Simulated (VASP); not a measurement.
The system is NiO.

```
Ni O
1.0
     0.00000    2.08590    2.08590
     2.08590    0.00000    2.08590
     2.08590    2.08590    0.00000
Ni O
1 1
Direct
  0.00000 0.00000 0.00000
  0.50000 0.50000 0.50000
```

```yaml
Program: VASP 6.6.1
Task: relaxation of volume and atoms at fixed shape
Functional: PBE
Potentials_or_basis: VASP PAW PBE potentials, release 64 (Ni, O)
Cutoff: 600 eV
k_mesh: 7 × 7 × 7
Occupations: fermi-dirac, width 0.05 eV
Spin: collinear spin, ferromagnetic start
Starting_moments: "[1.5, 0.0] μB"
Hubbard_terms: Ni d U = 4.0 eV
```

At the start: pressure 5.5 GPa; volume 9.08 Å³/atom.

**Question.** Where does the relaxation end?

**Answer.** Over 3 steps the energy falls by 4.4 meV/atom and the volume is 9.34 Å³/atom (+2.9 %); space group Fm-3m (No. 225, to 0.05 Å); moment 2.00 μB per cell.

Step by step:
```
step  energy change (eV)  largest force (eV/Å)  pressure (GPa)  volume (Å³)
   1              0.0000                0.0000            5.51        18.15
   2             -0.0058                0.0000           -2.96        18.98
   3             -0.0087                0.0000            0.00        18.67
```

Final structure:
```yaml
crystal:
  lattice:
    - [0.00000, 2.10561, 2.10561]
    - [2.10561, 0.00000, 2.10561]
    - [2.10561, 2.10561, 0.00000]
  atoms:
    - { symbol: Ni, position: [0.00000, 0.00000, 0.00000] }
    - { symbol: O, position: [0.50000, 0.50000, 0.50000] }
```

Caveat: a cell with one magnetic atom can't hold antiferromagnetic order, which such compounds often take.
